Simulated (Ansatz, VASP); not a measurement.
Two plane-wave programs on BeOs

```
Be Os
1.0
     0.00000    2.25700    2.25700
     2.25700    0.00000    2.25700
     2.25700    2.25700    0.00000
Be Os
1 1
Direct
  0.00000 0.00000 0.00000
  0.50000 0.50000 0.50000
```

Change from the starting cell: species swapped into the GdBi type (Fm-3m, No. 225).

Alike in both runs: task single point; functional PBE; k mesh 6 × 6 × 6; occupations gaussian, width 0.1 eV; collinear spin.

|  | VASP | Ansatz |
| --- | --- | --- |
| version | VASP 6.6.1 | Ansatz 0.2.0 |
| potentials or method | VASP PAW PBE potentials, release 64 (Be, Os), cutoff 600 eV | scalar-relativistic, plane waves, PAW |
| valence electrons in the cell | 10 | 18 |

|  | VASP | Ansatz | Ansatz less VASP |
| --- | --- | --- | --- |
| gap on the k mesh at the Fermi level (eV) | none | none | - |
| pressure (GPa) | 0.6 | 0.0 | -0.57 |
| net moment per atom (μB) | 0.00 | 0.00 | 0.000 |

A gap of «none» marks a metal or a gap that the smearing closes. VASP's potentials hold 10 valence electrons a cell and Ansatz's 18, so a difference there can come from the potentials and not from the codes. Ansatz's warnings: seeded moment not kept.

The k mesh is coarse, so the values compare programs but aren't converged. Neither program's run includes spin-orbit coupling.
